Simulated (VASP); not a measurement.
Input of a VASP 6.6.1 run:

Contents of INCAR:

```
SYSTEM = HfPt2
  PREC = Accurate
  ENCUT = 520
  EDIFF = 1E-6
  ISMEAR = 0
  SIGMA = 0.1
  LREAL = .FALSE.
  LASPH = .TRUE.
  NELM = 100
  ALGO = Fast
  ISIF = 2
  LWAVE = .FALSE.
  LCHARG = .FALSE.
  GGA = PE
  NBANDS = 22
```

Contents of KPOINTS:

```
Automatic mesh
0
G
  6 6 6
  0 0 0
```

POSCAR

```
HfPt2
1.0
    0.0000000000      2.9030030811      2.9030030811
    2.9030030811      0.0000000000      2.9030030811
    2.9030030811      2.9030030811      0.0000000000
Hf Pt
1 2
Direct
    0.0000000000      0.0000000000      0.0000000000
    0.2500000000      0.2500000000      0.2500000000
    0.7500000000      0.7500000000      0.7500000000
```

Potentials or basis: VASP PAW PBE potentials, release 64 (Hf_pv, Pt).

Run with:

```bash
$ cat potpaw_PBE.64/Hf_pv/POTCAR potpaw_PBE.64/Pt/POTCAR > POTCAR
$ mpirun -np 1 vasp_std > vasp.out
```

(1) What does it give for the pressure?

(2) Estimate the band gap on the k mesh.

Results:

(1) 53.4 GPa.

(2) zero (bands 15 and 16 overlap by 0.89 eV).

Caveat: the cell stands under pressure; spin-orbit coupling is left out, which moves the levels of the heavy elements.
